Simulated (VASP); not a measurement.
Runs of VASP 6.6.1 on Zn. The structure is that of space group Im-3m (No. 229), or close to it. The cells are those of the table. 

```tsv
cell	gap on the mesh (eV)	pressure (GPa)
a = 2.695 Å, angles 109.2, 110.8, 108.4°, 1 atom	none	(a)
a = 2.633 Å, angles 109.7, 108.9, 109.7°, 1 atom	none	2.0
a = 2.580 Å, angles 110.6, 107.3, 110.6°, 1 atom	none	(b)
a = 2.668 Å, angles 109.2, 110.0, 109.2°, 1 atom	none	-1.3
a = 2.712 Å, angles 109.0, 111.3, 108.2°, 1 atom	none	-4.6
```

Alike in all rows: task single point; level PBEsol; potentials or basis VASP PAW PBE potentials, release 64 (Zn); no spin polarisation; k mesh 20 × 20 × 20; cutoff (eV) 520; smearing gaussian 0.15 eV.

Q: Fill in the values left out.

A: (a) -3.4; (b) 8.7.

Caveats: the PAW data sets were made with another functional, which shifts forces and pressure a little.

A gap of «none» marks levels without a gap at the run's occupations.
